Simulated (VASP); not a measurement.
Wanted: the native input for a VASP 6.6.1 run.

| Property | Result |
| --- | --- |
| Task | relaxation of cell and atoms |
| Functional | PBEsol |
| Potentials or basis | VASP PAW PBE potentials, release 64 (Pd) |
| Cutoff | 600 eV |
| k mesh | 10 × 10 × 10 |
| Occupations | methfessel-paxton, width 0.05 eV |
| Spin | no spin polarisation |
| Dipole correction | no |
| Further INCAR settings | ALGO = Normal; EDIFF = 1e-07; IBRION = 2; EDIFFG = -0.03; NSW = 80; ISIF = 3 |

The structure of Pd lies in POSCAR:

```
Pd
1.0
    0.0000000000      1.9465000000      1.9465000000
    1.9465000000      0.0000000000      1.9465000000
    1.9465000000      1.9465000000      0.0000000000
Pd
1
Direct
    0.0000000000      0.0000000000      0.0000000000
```

One way to write it, as run:

INCAR

```
SYSTEM = Pd
ALGO     = Normal         ! electronic algorithm
EDIFF    = 1E-7           ! SCF threshold, eV
EDIFFG   = -0.03          ! ionic threshold
ENCUT    = 600            ! plane-wave cutoff, eV
GGA      = PS             ! functional
IBRION   = 2              ! ionic algorithm
ISIF     = 3              ! what is computed and relaxed
ISMEAR   = 1              ! smearing method
LASPH    = .True.         ! aspherical terms in the spheres
LCHARG   = .False.        ! write CHGCAR
LREAL    = .False.        ! projectors in reciprocal space
LWAVE    = .False.        ! write WAVECAR
NELM     = 80             ! most SCF steps
NSW      = 80             ! ionic steps
PREC     = Accurate       ! precision mode
SIGMA    = 0.05           ! smearing width, eV
```

KPOINTS

```
k-points
0
Gamma
  10 10 10
  0 0 0
```

Potentials or basis: VASP PAW PBE potentials, release 64 (Pd).

Command:

```console
$ cat potpaw_PBE.64/Pd/POTCAR > POTCAR
$ mpirun -np 1 vasp_std > vasp.out
```

Results of the run:

```yaml
Relaxed_volume: 14.51 Å³/atom
Relaxed_cell: a = 2.738 Å, b = 2.738 Å, c = 2.738 Å, α = 60.00°, β = 60.00°, γ = 60.00°
Space_group_after_relaxing_to_0.05_Å: Fm-3m (No. 225)
Energy_gained_by_relaxing: 2.5 meV/atom
Ionic_steps: 3
Pressure_after_relaxing: 0.0 GPa
Band_gap_on_the_k_mesh: zero (band 5 reaches 10.22 eV, above the bottom of band 6 at 8.60 eV)
```

Caveat: the PAW data sets were made with another functional, which shifts forces and pressure a little.

Run time: 30 s on 1 thread of Intel(R) Xeon(R) Platinum 8259CL CPU @ 2.50GHz (Skylake/Cascade Lake), on a shared host, peak memory 0.14 GiB.
